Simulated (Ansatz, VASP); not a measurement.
# Hg in VASP and in Ansatz

```
Hg
1.0
     5.92202    0.00000    0.00000
    -2.96101    5.12862    0.00000
     0.00000    0.00000    3.49529
Hg
3
Direct
  0.00000 0.50000 0.66667
  0.50000 0.00000 0.00000
  0.50000 0.50000 0.33333
```

Alike in both runs: task relaxation of cell and atoms; functional PBE; k mesh 3 × 3 × 6; occupations gaussian, width 0.1 eV; no spin polarisation.

|  | VASP | Ansatz |
| --- | --- | --- |
| version | VASP 6.6.1 | Ansatz 0.2.0 |
| potentials or method | VASP PAW PBE potentials, release 64 (Hg_sv_GW), cutoff 550 eV | scalar-relativistic, plane waves, PAW |
| valence electrons in the cell | 60 | 60 |

Ansatz gave:

| Property | Result |
| --- | --- |
| gap on the k mesh at the Fermi level, each at its own relaxed structure (eV) | none |
| relaxed volume (Å³/atom) | 35.86 |
| relaxed length of the cell vector where the two differ most in proportion (Å) | 5.954 |

Which values does VASP return?

gap on the k mesh at the Fermi level, each at its own relaxed structure (eV): none; relaxed volume (Å³/atom): 35.62; relaxed length of the cell vector where the two differ most in proportion (Å): 5.938.

A gap of «none» marks a metal or a gap that the smearing closes.

The k mesh is coarse, so the values compare programs but aren't converged. Neither program's run includes spin-orbit coupling.
